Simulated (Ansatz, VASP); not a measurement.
**CaSe in VASP and in Ansatz**

File INCAR:

```
PREC = Accurate
ENCUT = 520
EDIFF = 1E-6
ISMEAR = 0
SIGMA = 0.01
LREAL = F
LASPH = T
NELM = 100
ALGO = Normal
ISIF = 2
LWAVE = F
LCHARG = F
GGA = PS
NBANDS = 15
```

KPOINTS

```
regular mesh
0
Gamma
  6 6 6
```

POSCAR

```
CaSe
1.0
    0.0000000000      2.9344539877      2.9197817177
    2.9344539877      0.0000000000      2.9197817177
    2.9344539877      2.9344539877      0.0000000000
Ca Se
1 1
Direct
    0.0000000000      0.0000000000      0.0000000000
    0.5000000000      0.5000000000      0.5000000000
```

Input for Ansatz:

```yaml
crystal:
  lattice:
    - [0.0, 2.93445398767, 2.91978171773]
    - [2.93445398767, 0.0, 2.91978171773]
    - [2.93445398767, 2.93445398767, 0.0]
  atoms:
    - { symbol: Ca, position: [0.0, 0.0, 0.0] }
    - { symbol: Se, position: [0.5, 0.5, 0.5] }
kpoints:
  mp_grid: { grid: [6, 6, 6] }
scf:
  occupations: { method: fixed }
  convergence: { dr2_threshold: 1.0e-10 }
hamiltonian:
  xc: pbesol
  pseudopotentials: { kind: all_electron, lapw: { basis_error: 0.0005 } }
output:
  forces: true
  stress: true
  eigenstates:
    kpoints:
      - [0.0, 0.0, 0.0]
      - [0.0, -0.5, -0.5]
      - [-0.5, 0.0, -0.5]
      - [-0.5, -0.5, 0.0]
      - [-0.5, 0.0, 0.0]
      - [0.0, -0.5, 0.0]
      - [0.0, 0.0, -0.5]
      - [-0.5, -0.5, -0.5]
  eigenvalues: true
```

Change from the starting cell: z stretched by -0.5 %, x and y held.

Alike in both runs: task single point; functional PBEsol; k mesh 6 × 6 × 6; no spin polarisation.

|  | VASP | Ansatz |
| --- | --- | --- |
| version | VASP 6.6.1 | Ansatz 0.2.0 |
| potentials or method | VASP PAW PBE potentials, release 64 (Ca_sv, Se), cutoff 520 eV | all-electron LAPW, scalar-relativistic |
| occupations | gaussian, width 0.01 eV | fixed |

Ansatz gave:

| Property | Result |
| --- | --- |
| gap on the k mesh at the Fermi level (eV) | 1.86 |
| pressure (GPa) | 0.3 |
| traceless stress, the component that is largest in VASP (GPa) | 0.34 |

What did VASP give for the same quantities?

gap on the k mesh at the Fermi level (eV): 1.85; pressure (GPa): 0.5; traceless stress, the component that is largest in VASP (GPa): 0.35.

VASP's potentials were made for PBE, not for PBEsol. Ansatz ran all-electron here, and VASP with PAW potentials.
